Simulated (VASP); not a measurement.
# TiO2 (P4_2/mnm) in VASP: a series of runs

TiO2 is run at these levels: BLYP, PBEsol+U, r2SCAN; tasks: single point, relaxation of cell and atoms.

All numbers are computed with VASP 6.6.1; they aren't measurements. Logs are shortened: lines on timing, memory, paths and dates and some standing lists are left out, and cuts for length are marked.

### 1 The cell of the first run

The structure is tetragonal, space group P4_2/mnm (No. 136). The conventional cell has a = 4.660 Å, b = 4.660 Å, c = 2.998 Å, α = 90.00°, β = 90.00°, γ = 90.00°. Ti (site symmetry mmm) has 6 O at 1.98 to 2.01 Å within 2.6 Å. O (site symmetry m2m) has 3 Ti at 1.98 to 2.01 Å and 1 O at 2.58 Å within 2.6 Å.

### 2 Single point, BLYP

Contents of INCAR:

```
SYSTEM = TiO2
PREC = Accurate
ENCUT = 520
EDIFF = 1E-6
ISMEAR = -1
SIGMA = 0.05
LREAL = .False.
LASPH = .True.
NELM = 100
ALGO = Normal
ISIF = 2
LWAVE = .False.
LCHARG = .False.
GGA = B5
ALDAX = 1.0
AGGAX = 1.0
AGGAC = 1.0
ALDAC = 0.0
NBANDS = 33
```

Contents of KPOINTS:

```
Automatic mesh
0
Gamma
  6 6 9
  0 0 0
```

Contents of POSCAR:

```
TiO2
1.0
    4.6603684408      0.0000000000      0.0000000000
    0.0000000000      4.6603684408      0.0000000000
    0.0000000000      0.0000000000      2.9981550462
Ti O
2 4
Direct
    0.0000000000      0.0000000000      0.5000000000
    0.5000000000      0.5000000000      0.0000000000
    0.3043213200      0.3043213200      0.5000000000
    0.1956786800      0.8043213200      0.0000000000
    0.8043213200      0.1956786800      0.0000000000
    0.6956786800      0.6956786800      0.5000000000
```

Potentials or basis: VASP PAW PBE potentials, release 64 (Ti_sv, O).

The run is started by

```
$ cat potpaw_PBE.64/Ti_sv/POTCAR potpaw_PBE.64/O/POTCAR > POTCAR
$ mpirun -np 1 vasp_std > vasp.out
```

OUTCAR:

```text
SYSTEM = TiO2
   PREC = Accurate
   ENCUT = 520
   EDIFF = 1E-6
   ISMEAR = -1
   LREAL = .False.
   LASPH = .True.
   NELM = 100
   ISIF = 2
   GGA = B5

 ion  position               nearest neighbor table
   1  0.000  0.000  0.500-   4 1.98   5 1.98   4 1.98   5 1.98   3 2.01   6 2.01
   2  0.500  0.500  0.000-   3 1.98   6 1.98   3 1.98   6 1.98   5 2.01   4 2.01
   3  0.304  0.304  0.500-   2 1.98   2 1.98   1 2.01
   4  0.196  0.804  0.000-   1 1.98   1 1.98   2 2.01
   5  0.804  0.196  0.000-   1 1.98   1 1.98   2 2.01
   6  0.696  0.696  0.500-   2 1.98   2 1.98   1 2.01

  LATTYP: Found a simple tetragonal cell.
 ALAT       =     4.6603684408
 C/A-ratio  =     0.6433300466

  Lattice vectors:

 A1 = (   4.6603684408,   0.0000000000,   0.0000000000)
 A2 = (   0.0000000000,   4.6603684408,   0.0000000000)
 A3 = (   0.0000000000,   0.0000000000,   2.9981550462)

Analysis of symmetry for initial positions (statically):
=====================================================================
 Subroutine PRICEL returns:
 Original cell was already a primitive cell.

 Routine SETGRP: Setting up the symmetry group for a
 simple tetragonal supercell.

 Subroutine GETGRP returns: Found 16 space group operations
 (whereof  8 operations were pure point group operations)
 out of a pool of 16 trial point group operations.

The static configuration has the point symmetry D_2h.
 The point group associated with its full space group is D_4h.

Analysis of symmetry for dynamics (positions and initial velocities):
=====================================================================
 Subroutine PRICEL returns:
 Original cell was already a primitive cell.

 Routine SETGRP: Setting up the symmetry group for a
 simple tetragonal supercell.

 Subroutine GETGRP returns: Found 16 space group operations
 (whereof  8 operations were pure point group operations)
 out of a pool of 16 trial point group operations.

The dynamic configuration has the point symmetry D_2h.
 The point group associated with its full space group is D_4h.

 Subroutine INISYM returns: Found 16 space group operations
 (whereof  8 operations are pure point group operations),
 and found     1 'primitive' translations

----------------------------------------------------------------------------------------

                                     Primitive cell

  volume of cell :      65.1170

  direct lattice vectors                    reciprocal lattice vectors
     4.660368441  0.000000000  0.000000000     0.214575309  0.000000000  0.000000000
     0.000000000  4.660368441  0.000000000     0.000000000  0.214575309  0.000000000
     0.000000000  0.000000000  2.998155046     0.000000000  0.000000000  0.333538454

  length of vectors
     4.660368441  4.660368441  2.998155046     0.214575309  0.214575309  0.333538454

  position of ions in fractional coordinates (direct lattice)
     0.000000000  0.000000000  0.500000000
     0.500000000  0.500000000  0.000000000
     0.304321320  0.304321320  0.500000000
     0.195678680  0.804321320  0.000000000
     0.804321320  0.195678680  0.000000000
     0.695678680  0.695678680  0.500000000

  ion indices of the primitive-cell ions
   primitive index   ion index
                 1           1
                 2           2
                 3           3
                 4           4
                 5           5
                 6           6

----------------------------------------------------------------------------------------

 KPOINTS: Automatic mesh

Automatic generation of k-mesh.
 Grid dimensions read from file:
 generate k-points for:    6    6    9

 Generating k-lattice:

  Cartesian coordinates                     Fractional coordinates (reciprocal lattice)
     0.035762552  0.000000000  0.000000000     0.166666667  0.000000000  0.000000000
     0.000000000  0.035762552  0.000000000     0.000000000  0.166666667  0.000000000
     0.000000000  0.000000000  0.037059828     0.000000000  0.000000000  0.111111111

  Length of vectors
     0.035762552  0.035762552  0.037059828

  Shift w.r.t. Gamma in fractional coordinates (k-lattice)
     0.000000000  0.000000000  0.000000000

 Subroutine IBZKPT returns following result:
 ===========================================

 Found     50 irreducible k-points:

 Following reciprocal coordinates:
            Coordinates               Weight
  0.000000  0.000000  0.000000      1.000000
  0.166667  0.000000  0.000000      4.000000
  0.333333  0.000000  0.000000      4.000000
  0.500000  0.000000  0.000000      2.000000
  0.166667  0.166667  0.000000      4.000000
  0.333333  0.166667  0.000000      8.000000
[... 16 lines left out ...]
  0.333333  0.000000  0.222222      8.000000
  0.500000  0.000000  0.222222      4.000000
 [... further k-points ...]
   k-points           NKPTS =     50   k-points in BZ     NKDIM =     50   number of bands    NBANDS=     33
   number of dos      NEDOS =    301   number of ions     NIONS =      6
   total plane-waves  NPLWV =  31104
   dimension x,y,z NGX =    36 NGY =   36 NGZ =   24
   dimension x,y,z NGXF=    72 NGYF=   72 NGZF=   48
   ions per type =               2   4
   NGX,Y,Z   is equivalent  to a cutoff of  12.84, 12.84, 13.31 a.u.
   NGXF,Y,Z  is equivalent  to a cutoff of  25.68, 25.68, 26.62 a.u.
 SYSTEM =  TiO2
   PREC   = accura    normal or accurate (medium, high low for compatibility)
   ISTART =      0    job   : 0-new  1-cont  2-samecut
   ICHARG =      2    charge: 1-file 2-atom 10-const
   ISPIN  =      1    spin polarized calculation?
   LNONCOLLINEAR =      F non collinear calculations
   LSORBIT =      F    spin-orbit coupling
   LASPH  =      T    aspherical Exc in radial PAW
   ENCUT  =  520.0 eV  38.22 Ry    6.18 a.u.   8.67  8.67  5.57*2*pi/ulx,y,z
   NELM   =    100;   NELMIN=  2; NELMDL= -5     # of ELM steps
   EDIFF  = 0.1E-05   stopping-criterion for ELM
   LREAL  =      F    real-space projection
   EDIFFG = 0.1E-04   stopping-criterion for IOM
   NSW    =      0    number of steps for IOM
   IBRION =     -1    ionic relax: 0-MD 1-quasi-New 2-CG
   NFREE  =      0    steps in history (QN), initial steepest desc. (CG)
   ISIF   =      2    stress and relaxation
   ISYM   =      2    0-nonsym 1-usesym 2-fastsym
   POTIM  = 0.5000    time-step for ionic-motion
   TEBEG  =    0.0;   TEEND  =   0.0 temperature during run
   PSTRESS=    0.0 pullay stress
   NELECT =      48.0000    total number of electrons
   NUPDOWN=      -1.0000    fix difference up-down
   EMIN   =  10.00;   EMAX   =-10.00  energy-range for DOS
   EFERMI =   0.00;   METHOD = LEGACY
   ISMEAR =    -1;   SIGMA  =   0.05  broadening in eV -4-tet -1-fermi 0-gaus
   EFERMI_NEDOS =   21; number of points for ismear=-14 and -15
   IALGO  =     38    algorithm
   IMIX   =      4    mixing-type and parameters
     AMIX     =   0.40;   BMIX     =  1.00
     AMIX_MAG =   1.60;   BMIX_MAG =  1.00
  volume/ion in A,a.u.               =      10.85        73.24
  Fermi-wavevector in a.u.,A,eV,Ry     =   1.478849  2.794619 29.755848  2.186993
  Thomas-Fermi vector in A             =   2.593079
   LORBIT       =      0    0 simple, 1 ext, 2 COOP (PROOUT), +10 PAW based schemes
   GGA     = B5    functional components
   LHFCALC =     F    Hartree Fock is set to
   AEXX    =    0.0000 exact exchange contribution
   IVDW    =     0    specifies the selected vdW correction
   LEPSILON=     F    determine dielectric tensor
   LRPA    =     F    only Hartree local field effects (RPA)
 non-spin polarized calculation
  energy-cutoff  :      520.00
  volume of cell :       65.12
 maximum number of plane-waves:      1787
 NGX is ok and might be reduce to    36
   NGX = 17   NGY = 17   NGZ = 11

 number of electron      48.0000015 magnetization

 Free energy of the ion-electron system (eV)
  ---------------------------------------------------
  ext. energy  EPLUGINS =         0.00000000
  ---------------------------------------------------
  free energy    TOTEN  =       -51.53366332 eV

  energy without entropy =      -51.53366332  energy(sigma->0) =      -51.53366332

 E-fermi :   5.5532     XC(G=0): -10.7330

 val. band max:        4.7104679656   @ k =   0.0000   0.0000   0.0000
 cond. band min:       6.4469067784   @ k =   0.0000   0.0000   0.0000
 fundamental gap:      1.7364388128
 Fermi energy:         5.5531609478

 k-point     1 :       0.0000    0.0000    0.0000
  band No.  band energies     occupation
      1     -52.1791      2.00000
      2     -52.1653      2.00000
      3     -28.5883      2.00000
      4     -28.5883      2.00000
      5     -28.4523      2.00000
      6     -28.4523      2.00000
[... 25 lines left out ...]
     32      10.8388      0.00000
     33      10.8388      0.00000

 k-point     2 :       0.1667    0.0000    0.0000
  band No.  band energies     occupation
      1     -52.1781      2.00000
      2     -52.1662      2.00000
      3     -28.5811      2.00000
      4     -28.5805      2.00000
      5     -28.4608      2.00000
      6     -28.4602      2.00000
[... 25 lines left out ...]
     32      10.7542      0.00000
     33      10.7719      0.00000

 k-point     3 :       0.3333    0.0000    0.0000
  band No.  band energies     occupation
      1     -52.1756      2.00000
      2     -52.1687      2.00000
      3     -28.5623      2.00000
      4     -28.5607      2.00000
      5     -28.4820      2.00000
      6     -28.4804      2.00000
[... 25 lines left out ...]
     32      10.5848      0.00000
     33      10.6212      0.00000

 k-point     4 :       0.5000    0.0000    0.0000
  band No.  band energies     occupation
      1     -52.1721      2.00000
      2     -52.1721      2.00000
      3     -28.5464      2.00000
      4     -28.5464      2.00000
      5     -28.4971      2.00000
      6     -28.4971      2.00000
[... 673 lines left out ...]
     32      10.1131      0.00000
     33      10.3433      0.00000

 k-point    23 :       0.3333    0.0000    0.2222
  band No.  band energies     occupation
      1     -52.1610      2.00000
      2     -52.1557      2.00000
      3     -28.5861      2.00000
      4     -28.5734      2.00000
      5     -28.5236      2.00000
      6     -28.5166      2.00000
[... 25 lines left out ...]
     32       9.7250      0.00000
     33      10.4287      0.00000

 k-point    24 :       0.5000    0.0000    0.2222
  band No.  band energies     occupation
      1     -52.1584      2.00000
      2     -52.1584      2.00000
      3     -28.5823      2.00000
      4     -28.5823      2.00000
      5     -28.5088      2.00000
      6     -28.5088      2.00000
[... 25 lines left out ...]
     32       9.5499      0.00000
     33      10.8206      0.00000

 [... further k-points ...]
[... 5 lines left out ...]
  --------------------------------------------------------------------------------------
  -------------------------------------------------------------------------------------
  Total        0.8117114      0.8117114      0.1755507     -0.0000000      0.0000000      0.0000000
  in kB       19.9718190     19.9718190      4.3193508     -0.0000000      0.0000000      0.0000000
  external PRESSURE =      14.7543296 kB  Pullay stress =       0.0000000 kB

 VOLUME and BASIS-vectors are now :
 -----------------------------------------------------------------------------
  energy-cutoff  :      520.00
  volume of cell :       65.12
      direct lattice vectors                 reciprocal lattice vectors
     4.660368441  0.000000000  0.000000000     0.214575309  0.000000000  0.000000000
     0.000000000  4.660368441  0.000000000     0.000000000  0.214575309  0.000000000
     0.000000000  0.000000000  2.998155046     0.000000000  0.000000000  0.333538454

 POSITION                                       TOTAL-FORCE (eV/Angst)
 -----------------------------------------------------------------------------------
      0.00000      0.00000      1.49908         0.000000      0.000000      0.000000
      2.33018      2.33018      0.00000         0.000000      0.000000      0.000000
      1.41825      1.41825      1.49908         0.056303      0.056303      0.000000
      0.91193      3.74843      0.00000        -0.056303      0.056303      0.000000
      3.74843      0.91193      0.00000         0.056303     -0.056303     -0.000000
      3.24212      3.24212      1.49908        -0.056303     -0.056303     -0.000000
 -----------------------------------------------------------------------------------
    total drift:                                0.000000      0.000000      0.000000

  FREE ENERGIE OF THE ION-ELECTRON SYSTEM (eV)
  ---------------------------------------------------
  free  energy   TOTEN  =       -51.5336633217 eV

  energy  without entropy=      -51.5336633201  energy(sigma->0) =      -51.53366332
```

It took 3.7 min on 1 thread of Intel Xeon 8259CL, shared host; peak memory 0.23 GiB.

Results:

| Quantity | Value |
| --- | --- |
| Free energy | -51.5337 eV |
| Pressure | 1.5 GPa |
| Largest force | 0.080 eV/Å |
| Band gap on the k mesh | 1.74 eV |

Forces in eV/Å, atoms in the order of the input:
```
Ti   0.000  0.000  0.000
Ti   0.000  0.000  0.000
O    0.056  0.056  0.000
O   -0.056  0.056  0.000
O    0.056 -0.056  0.000
O   -0.056 -0.056  0.000
```

Caveat: the PAW data sets were made with another functional, which shifts forces and pressure a little. A k mesh can miss the band edges.

### 3 Relaxation of cell and atoms, PBEsol+U

This run uses another cell than the first one, of 10.44 Å³/atom.

Contents of INCAR:

```
  PREC = Accurate
  ENCUT = 600
  EDIFF = 1E-6
  ISMEAR = -1
  SIGMA = 0.05
  LREAL = False
  LASPH = True
  NELM = 150
  ALGO = Normal
  ISIF = 3
  LWAVE = False
  LCHARG = False
  LMAXMIX = 4
  LDAU = True
  LDAUTYPE = 2
  LDAUL = 2 -1
  LDAUU = 1 0
  LDAUJ = 0 0
  LDAUPRINT = 1
  GGA = PS
  IBRION = 2
  NSW = 60
  EDIFFG = -0.01
```

Contents of KPOINTS:

```
Automatic mesh
0
Gamma
  6 6 9
```

POSCAR: that of step 2 with these lines changed.

```diff
@@ -2,5 +2,5 @@
 1.0
-    4.6603684408      0.0000000000      0.0000000000
-    0.0000000000      4.6603684408      0.0000000000
-    0.0000000000      0.0000000000      2.9981550462
+    4.5998373239      0.0000000000      0.0000000000
+    0.0000000000      4.5998373239      0.0000000000
+    0.0000000000      0.0000000000      2.9592135600
 Ti O
```

Potentials or basis: VASP PAW PBE potentials, release 64 (Ti_sv, O).

The run is started by

```
$ cat potpaw_PBE.64/Ti_sv/POTCAR potpaw_PBE.64/O/POTCAR > POTCAR
$ mpirun -np 1 vasp_std > vasp.out
```

Run time: 3.8 min. Hardware: 1 thread of Intel Xeon 8259CL, shared host; peak memory 0.25 GiB.

Results (log left out):

```
Free energy                           : -54.7255 eV
Relaxed volume                        : 10.41 Å³/atom
Relaxed cell                          : a = 4.598 Å, b = 4.598 Å, c = 2.956 Å, α = 90.00°, β = 90.00°, γ = 90.00°
Space group after relaxing (to 0.1 Å) : P4_2/mnm (No. 136)
Energy gained by relaxing             : 0.0 meV/atom
Ionic steps                           : 3
Pressure after relaxing               : 0.0 GPa
Band gap on the k mesh                : 1.93 eV
```

Stress tensor (GPa, compression positive):
```
 0.10  0.00  0.00
 0.00  0.10  0.00
 0.00  0.00 -0.06
```

Step by step:
```
step  energy change (eV)  largest force (eV/Å)  pressure (GPa)  volume (Å³)
   1              0.0000                0.0192           -0.52        62.61
   2              0.0003                0.0251            0.81        62.31
   3             -0.0002                0.0017            0.05        62.49
```

Final structure:
```cif
data_structure
_symmetry_space_group_name_H-M 'P 1'
_symmetry_Int_Tables_number 1
_cell_length_a 4.5977
_cell_length_b 4.5977
_cell_length_c 2.9561
_cell_angle_alpha 90.000
_cell_angle_beta 90.000
_cell_angle_gamma 90.000
_cell_volume 62.49
loop_
_atom_site_label
_atom_site_type_symbol
_atom_site_fract_x
_atom_site_fract_y
_atom_site_fract_z
_atom_site_occupancy
Ti1 Ti 0.00000 0.00000 0.50000 1
Ti2 Ti 0.50000 0.50000 0.00000 1
O1 O 0.30438 0.30438 0.50000 1
O2 O 0.19562 0.80438 0.00000 1
O3 O 0.80438 0.19562 0.00000 1
O4 O 0.69562 0.69562 0.50000 1
```

Levels at points of the mesh, in eV from the valence-band top:
```tsv
k point	band 22	band 23	band 24	band 25	band 26	band 27
(0.00, 0.00, 0.00)	-0.48	-0.48	0.00	1.93	2.19	2.49
(0.50, 0.00, 0.00)	-1.68	-0.77	-0.77	2.59	2.59	3.11
(0.50, 0.50, 0.00)	-1.35	-1.12	-1.12	1.96	1.96	2.60
```

Eigenvalues of the final occupation matrices:
| site | spin | trace | eigenvalues |
| --- | --- | --- | --- |
| site 1 d | 1 | 0.86 | 0.10 0.12 0.12 0.25 0.28 |
| site 1 d | 2 | 0.86 | 0.10 0.12 0.12 0.25 0.28 |
| site 2 d | 1 | 0.86 | 0.10 0.12 0.12 0.25 0.28 |
| site 2 d | 2 | 0.86 | 0.10 0.12 0.12 0.25 0.28 |

Caveat: the PAW data sets were made with another functional, which shifts forces and pressure a little.

### 4 Relaxation of cell and atoms, r2SCAN

This run uses another cell than the first one, of 10.44 Å³/atom.

POSCAR is that of step 3.

Contents of INCAR.step1:

```
PREC = Accurate ; ENCUT = 600
ISMEAR = -1 ; SIGMA = 0.05
LREAL = False ; LASPH = True
NELM = 80 ; GGA = PE
ALGO = Normal ; EDIFF = 1E-4
LWAVE = True ; LCHARG = False
```

Contents of INCAR.step2:

```
PREC = Accurate ; ENCUT = 600
EDIFF = 1E-7 ; ISMEAR = -1
SIGMA = 0.05 ; LREAL = False
LASPH = True ; NELM = 80
ALGO = Normal ; ISIF = 3
LWAVE = False ; LCHARG = False
METAGGA = R2SCAN ; LMIXTAU = True
IBRION = 2 ; NSW = 60
EDIFFG = -0.01 ; ISTART = 1
```

KPOINTS is that of step 3.

The run is started by

```
$ cat potpaw_PBE.64/Ti_sv/POTCAR potpaw_PBE.64/O/POTCAR > POTCAR
$ cp INCAR.step1 INCAR
$ mpirun -np 1 vasp_std > vasp.out
$ cp INCAR.step2 INCAR
$ mpirun -np 1 vasp_std > vasp.out
```

Run time: 4.8 min. Hardware: 1 thread of Intel Xeon 6975P-C (Granite Rapids), shared host; peak memory 0.26 GiB.

Results (log left out):

- Free energy: -69.8078 eV
- Relaxed volume: 10.44 Å³/atom
- Relaxed cell: a = 4.600 Å, b = 4.600 Å, c = 2.961 Å, α = 90.00°, β = 90.00°, γ = 90.00°
- Space group after relaxing (to 0.1 Å): P4_2/mnm (No. 136)
- Energy gained by relaxing: 0.0 meV/atom
- Ionic steps: 2
- Pressure after relaxing: 0.0 GPa
- Band gap on the k mesh: 2.21 eV

Forces on the atoms (eV/Å):
```
Ti   0.000  0.000  0.000
Ti   0.000  0.000  0.000
O    0.002  0.002  0.000
O   -0.002  0.002  0.000
O    0.002 -0.002  0.000
O   -0.002 -0.002  0.000
```

Final structure:
```cif
data_structure
_symmetry_space_group_name_H-M 'P 1'
_symmetry_Int_Tables_number 1
_cell_length_a 4.6004
_cell_length_b 4.6004
_cell_length_c 2.9605
_cell_angle_alpha 90.000
_cell_angle_beta 90.000
_cell_angle_gamma 90.000
_cell_volume 62.65
loop_
_atom_site_label
_atom_site_type_symbol
_atom_site_fract_x
_atom_site_fract_y
_atom_site_fract_z
_atom_site_occupancy
Ti1 Ti 0.00000 0.00000 0.50000 1
Ti2 Ti 0.50000 0.50000 0.00000 1
O1 O 0.30453 0.30453 0.50000 1
O2 O 0.19547 0.80453 0.00000 1
O3 O 0.80453 0.19547 0.00000 1
O4 O 0.69547 0.69547 0.50000 1
```

Levels at points of the mesh, in eV from the valence-band top:
| k point | band 22 | band 23 | band 24 | band 25 | band 26 | band 27 |
| --- | --- | --- | --- | --- | --- | --- |
| (0.00, 0.00, 0.00) | -0.49 | -0.49 | 0.00 | 2.21 | 2.53 | 2.76 |
| (0.50, 0.00, 0.00) | -1.71 | -0.77 | -0.77 | 2.90 | 2.90 | 3.38 |
| (0.50, 0.50, 0.00) | -1.39 | -1.13 | -1.13 | 2.25 | 2.25 | 2.88 |

Caveat: the PAW data sets were made with another functional, which shifts forces and pressure a little. A k mesh can miss the band edges.

### 5 Overview

```tsv
task	level	U	cell	cutoff (eV)	gap on the mesh (eV)	pressure (GPa)	relaxed volume (Å³/atom)
single point	BLYP	-	a = 4.660, b = 4.660, c = 2.998 Å, 6 atoms	520	1.74	1.5	-
relaxation of cell and atoms	PBEsol+U	Ti d U = 1.0 eV	relaxed from a = 4.600, b = 4.600, c = 2.959 Å, 6 atoms	600	1.93	0.0	10.41
relaxation of cell and atoms	r2SCAN	-	relaxed from a = 4.600, b = 4.600, c = 2.959 Å, 6 atoms	600	2.21	0.0	10.44
```

Alike in all rows: potentials or basis VASP PAW PBE potentials, release 64 (Ti_sv, O); no spin polarisation; k mesh 6 × 6 × 9; smearing fermi-dirac 0.05 eV.

Caveats: the PAW data sets were made with another functional, which shifts forces and pressure a little.

Total energies depend on the potentials used, so only differences within one code and one set of settings carry meaning.
